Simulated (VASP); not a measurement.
# Al2Cu (P4/mmm) in VASP: further runs, part 3 of 3

VASP 6.6.1. Earlier steps stand in the parts before.

**4. Single point, PBE**

This run uses another cell than the first one, of 16.24 Å³/atom, 1.057 times its volume.

Input file INCAR:

```
ALGO = Normal
EDIFF = 1E-6
ENCUT = 520
GGA = PE
ISIF = 2
ISMEAR = 0
LASPH = T
LCHARG = F
LREAL = F
LWAVE = F
NBANDS = 16
NELM = 60
PREC = Accurate
SIGMA = 0.1
```

Input file KPOINTS:

```
k-points
0
Gamma
  10 10 14
```

Input file POSCAR:

```
Al2Cu
1.0
    4.1051820000      0.0000000000      0.0000000000
    0.0000000000      4.1051820000      0.0000000000
    0.0000000000      0.0000000000      2.8913130000
Al Cu
2 1
Direct
    0.5000000000      0.0000000000      0.5000000000
    0.0000000000      0.5000000000      0.5000000000
    0.0000000000      0.0000000000      0.0000000000
```

Potentials or basis: VASP PAW PBE potentials, release 64 (Al, Cu).

Run with:

```bash
$ cat potpaw_PBE.64/Al/POTCAR potpaw_PBE.64/Cu/POTCAR > POTCAR
$ mpirun -np 1 vasp_std > vasp.out
```

OUTCAR:

```text
EDIFF = 1E-6
   ENCUT = 520
   GGA = PE
   ISIF = 2
   ISMEAR = 0
   LASPH = T
   LREAL = F
   NELM = 60
   PREC = Accurate

 ion  position               nearest neighbor table
   1  0.500  0.000  0.500-   3 2.51   3 2.51   3 2.51   3 2.51   2 2.90   2 2.90   2 2.90   2 2.90

   2  0.000  0.500  0.500-   3 2.51   3 2.51   3 2.51   3 2.51   1 2.90   1 2.90   1 2.90   1 2.90

   3  0.000  0.000  0.000-   1 2.51   2 2.51   1 2.51   2 2.51   2 2.51   2 2.51   1 2.51   1 2.51

  LATTYP: Found a simple tetragonal cell.
 ALAT       =     4.1051820000
 C/A-ratio  =     0.7043081159

  Lattice vectors:

 A1 = (   4.1051820000,   0.0000000000,   0.0000000000)
 A2 = (   0.0000000000,   4.1051820000,   0.0000000000)
 A3 = (   0.0000000000,   0.0000000000,   2.8913130000)

Analysis of symmetry for initial positions (statically):
=====================================================================
 Subroutine PRICEL returns:
 Original cell was already a primitive cell.

 Routine SETGRP: Setting up the symmetry group for a
 simple tetragonal supercell.

 Subroutine GETGRP returns: Found 16 space group operations
 (whereof 16 operations were pure point group operations)
 out of a pool of 16 trial point group operations.

The static configuration has the point symmetry D_4h.

Analysis of symmetry for dynamics (positions and initial velocities):
=====================================================================
 Subroutine PRICEL returns:
 Original cell was already a primitive cell.

 Routine SETGRP: Setting up the symmetry group for a
 simple tetragonal supercell.

 Subroutine GETGRP returns: Found 16 space group operations
 (whereof 16 operations were pure point group operations)
 out of a pool of 16 trial point group operations.

The dynamic configuration has the point symmetry D_4h.

 Subroutine INISYM returns: Found 16 space group operations
[... 111 lines left out ...]
   NUPDOWN=      -1.0000    fix difference up-down
   EMIN   =  10.00;   EMAX   =-10.00  energy-range for DOS
   EFERMI =   0.00;   METHOD = LEGACY
   ISMEAR =     0;   SIGMA  =   0.10  broadening in eV -4-tet -1-fermi 0-gaus
   EFERMI_NEDOS =   21; number of points for ismear=-14 and -15
   IALGO  =     38    algorithm
   IMIX   =      4    mixing-type and parameters
     AMIX     =   0.40;   BMIX     =  1.00
     AMIX_MAG =   1.60;   BMIX_MAG =  1.00
  volume/ion in A,a.u.               =      16.24       109.61
  Fermi-wavevector in a.u.,A,eV,Ry     =   1.152492  2.177894 18.071765  1.328237
  Thomas-Fermi vector in A             =   2.289142
   LORBIT       =      0    0 simple, 1 ext, 2 COOP (PROOUT), +10 PAW based schemes
   GGA     = PE    functional components
   LHFCALC =     F    Hartree Fock is set to
   AEXX    =    0.0000 exact exchange contribution
   IVDW    =     0    specifies the selected vdW correction
   LEPSILON=     F    determine dielectric tensor
   LRPA    =     F    only Hartree local field effects (RPA)
 non-spin polarized calculation
 Gauss-broadening in eV      SIGMA  =   0.10
  energy-cutoff  :      520.00
  volume of cell :       48.73
 maximum number of plane-waves:      1339
 NGX is ok and might be reduce to    32
   NGX = 15   NGY = 15   NGZ = 11

 number of electron      16.9999979 magnetization

 Free energy of the ion-electron system (eV)
  ---------------------------------------------------
  ext. energy  EPLUGINS =         0.00000000
  ---------------------------------------------------
  free energy    TOTEN  =       -11.29634463 eV

  energy without entropy =      -11.29166137  energy(sigma->0) =      -11.29400300

 E-fermi :   7.1121     XC(G=0): -10.3891

 val. band max:        7.1063496970   @ k =   0.4000   0.2000   0.2143
 cond. band min:       7.1149725720   @ k =   0.5000   0.1000   0.3571
 fundamental gap:      0.0086228750
 Fermi energy:         7.1120918720

 k-point     1 :       0.0000    0.0000    0.0000
  band No.  band energies     occupation
      1      -3.3734      2.00000
      2       1.7555      2.00000
      3       2.2751      2.00000
      4       2.9219      2.00000
      5       3.1154      2.00000
      6       3.1154      2.00000
[... 433 lines left out ...]
      3       2.2453      2.00000
      4       2.8448      2.00000
      5       2.9742      2.00000
      6       3.0395      2.00000
[... 8 lines left out ...]
     15      17.2275      0.00000
     16      17.2595      0.00000

 [... further k-points ...]
[... 5 lines left out ...]
  --------------------------------------------------------------------------------------
  -------------------------------------------------------------------------------------
  Total        0.2421050      0.2421050      0.0934743      0.0000000      0.0000000      0.0000000
  in kB        7.9607590      7.9607590      3.0735687      0.0000000      0.0000000      0.0000000
  external PRESSURE =       6.3316956 kB  Pullay stress =       0.0000000 kB

 VOLUME and BASIS-vectors are now :
 -----------------------------------------------------------------------------
  energy-cutoff  :      520.00
  volume of cell :       48.73
      direct lattice vectors                 reciprocal lattice vectors
     4.105182000  0.000000000  0.000000000     0.243594559  0.000000000  0.000000000
     0.000000000  4.105182000  0.000000000     0.000000000  0.243594559  0.000000000
     0.000000000  0.000000000  2.891313000     0.000000000  0.000000000  0.345863627

 POSITION                                       TOTAL-FORCE (eV/Angst)
 -----------------------------------------------------------------------------------
      2.05259      0.00000      1.44566         0.000000      0.000000      0.000000
      0.00000      2.05259      1.44566         0.000000      0.000000      0.000000
      0.00000      0.00000      0.00000         0.000000      0.000000      0.000000
 -----------------------------------------------------------------------------------
    total drift:                                0.000000      0.000000      0.000000

  FREE ENERGIE OF THE ION-ELECTRON SYSTEM (eV)
  ---------------------------------------------------
  free  energy   TOTEN  =       -11.2963446340 eV

  energy  without entropy=      -11.2916613670  energy(sigma->0) =      -11.29400300
```

It took 2.7 min on 1 thread of AMD EPYC 7R43 (Zen 3), shared host; peak memory 0.22 GiB.

Results:

```yaml
Free_energy: -11.2963 eV
Pressure: 0.6 GPa
```

Levels at points of the mesh, in eV from the Fermi level:
```tsv
k point	band 7	band 8	band 9	band 10	band 11	band 12
(0.00, 0.00, 0.00)	-2.33	-2.33	-0.07	0.95	5.99	6.20
(0.50, 0.00, 0.00)	-3.99	-1.01	1.59	1.78	1.95	7.39
(0.50, 0.50, 0.00)	-4.02	-4.02	-2.39	8.56	8.56	9.34
(0.00, 0.00, 0.50)	-2.97	2.53	2.54	2.54	2.81	2.81
(0.50, 0.00, 0.50)	-3.01	-2.44	-1.68	3.67	4.05	4.37
(0.50, 0.50, 0.50)	-2.22	-2.22	-0.88	-0.81	-0.07	-0.07
```

**5. Single point, PBE**

This run uses another cell than the first one, of 16.33 Å³/atom, 1.063 times its volume.

Input file INCAR:

```
  PREC = Accurate
  ENCUT = 520
  EDIFF = 1E-6
  ISMEAR = 0
  SIGMA = 0.1
  LREAL = F
  LASPH = T
  NELM = 60
  ALGO = Fast
  ISIF = 2
  LWAVE = F
  LCHARG = F
  GGA = PE
  NBANDS = 16
```

Input file KPOINTS:

```
regular mesh
0
Gamma
  10 10 14
```

Input file POSCAR:

```
Al2Cu
1.0
    4.1211671305      0.0000000000      0.0000000000
    0.0000000000      4.1211671305      0.0000000000
    0.0000000000      0.0000000000      2.8852975663
Al Cu
2 1
Direct
    0.5000000000      0.0000000000      0.5000000000
    0.0000000000      0.5000000000      0.5000000000
    0.0000000000      0.0000000000      0.0000000000
```

Run with:

```bash
$ cat potpaw_PBE.64/Al/POTCAR potpaw_PBE.64/Cu/POTCAR > POTCAR
$ mpirun -np 1 vasp_std > vasp.out
```

Run time: 4 min. Hardware: 1 thread of AMD EPYC 7R43 (Zen 3), shared host; peak memory 0.22 GiB.

It converged, with:

| Property | Result |
| --- | --- |
| Free energy | -11.2974 eV |
| Pressure | 0.0 GPa |

Levels at points of the mesh, in eV from the Fermi level:
```csv
k point,band 5,band 6,band 7,band 8,band 9,band 10,band 11,band 12,band 13,band 14
"(0.00, 0.00, 0.00)",-3.98,-3.98,-2.36,-2.36,-0.15,0.92,6.09,6.10,6.10,7.01
"(0.50, 0.00, 0.00)",-4.25,-4.01,-3.97,-1.05,1.55,1.73,1.86,7.48,8.34,9.24
"(0.50, 0.50, 0.00)",-4.30,-4.14,-4.00,-4.00,-2.39,8.53,8.53,9.42,9.75,9.97
"(0.00, 0.00, 0.50)",-4.69,-4.00,-2.94,2.46,2.53,2.53,2.79,2.79,3.18,3.57
"(0.50, 0.00, 0.50)",-4.08,-4.06,-3.00,-2.41,-1.67,3.66,4.02,4.35,4.91,5.95
"(0.50, 0.50, 0.50)",-3.85,-3.40,-2.22,-2.22,-0.84,-0.79,-0.08,-0.08,2.46,11.50
```

**6. Overview**

```csv
level,potentials or basis,cell,gap on the mesh (eV),pressure (GPa)
LDA,"VASP PAW LDA potentials, release 64 (Al, Cu)","a = 4.043, b = 4.043, c = 2.822 Å, 3 atoms",none,0.2
PBEsol,"VASP PAW PBE potentials, release 64 (Al, Cu)","a = 4.084, b = 4.084, c = 2.846 Å, 3 atoms",none,0.2
PBE,"VASP PAW PBE potentials, release 64 (Al, Cu)","a = 4.105, b = 4.105, c = 2.891 Å, 3 atoms",none,0.6
PBE,"VASP PAW PBE potentials, release 64 (Al, Cu)","a = 4.121, b = 4.121, c = 2.885 Å, 3 atoms",none,0.0
```

Alike in all rows: task single point; no spin polarisation; k mesh 10 × 10 × 14; cutoff (eV) 520; smearing gaussian 0.1 eV.

Caveats: the PAW data sets were made with another functional, which shifts forces and pressure a little (some runs).

Total energies depend on the potentials used, so only differences within one code and one set of settings carry meaning.
